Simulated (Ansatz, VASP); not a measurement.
## Two plane-wave programs on ScNb

The input INCAR:

```
SYSTEM = ScNb
  PREC = Accurate
  ENCUT = 520
  EDIFF = 1E-7
  ISMEAR = -5
  SIGMA = 0.1
  LREAL = .False.
  LASPH = .True.
  NELM = 60
  ALGO = Normal
  ISIF = 2
  LWAVE = .False.
  LCHARG = .False.
  GGA = PE
  NBANDS = 19
```

KPOINTS

```
Automatic mesh
0
Gamma
  6 6 4
  0 0 0
```

POSCAR

```
ScNb
1.0
    3.0656443612      0.0000000000      0.0000000000
   -1.5328221806      2.6549258957      0.0000000000
    0.0000000000      0.0000000000      5.0721940000
Sc Nb
1 1
Direct
    0.0000000000      0.0000000000      0.0000000000
    0.3333333333      0.6666666667      0.5000000000
```

Input for Ansatz:

```yaml
crystal:
  lattice:
    - [3.0656443612, 0.0, 0.0]
    - [-1.5328221806, 2.6549258957, 0.0]
    - [0.0, 0.0, 5.072194]
  atoms:
    - { symbol: Sc, position: [0.0, 0.0, 0.0] }
    - { symbol: Nb, position: [0.3333333333, 0.6666666667, 0.5] }
basis:
  ecutwfc: 420
kpoints:
  mp_grid: { grid: [6, 6, 4] }
hamiltonian:
  xc: pbe
scf:
  occupations: { method: tetrahedron }
output:
  forces: true
  stress: true
  eigenvalues: true
```

Alike in both runs: task single point; functional PBE; k mesh 6 × 6 × 4; occupations tetrahedron; no spin polarisation.

```csv
,VASP,Ansatz
version,VASP 6.6.1,Ansatz 0.2.0
potentials or method,"VASP PAW PBE potentials, release 64 (Sc_sv, Nb_sv), cutoff 520 eV","scalar-relativistic, plane waves, PAW"
valence electrons in the cell,24,24
```

VASP gave:

```
gap on the k mesh at the Fermi level (eV)                     : none
pressure (GPa)                                                : -0.5
traceless stress, the component that is largest in VASP (GPa) : 1.13
```

Q: Estimate Ansatz's values.

A: gap on the k mesh at the Fermi level (eV): none; pressure (GPa): -0.5; traceless stress, the component that is largest in VASP (GPa): 1.05.

A gap of «none» marks a metal or a gap that the smearing closes. Ansatz's warnings: band table not solved further, tetrahedron derivatives may miss energy slope.

The k mesh is coarse, so the values compare programs but aren't converged.
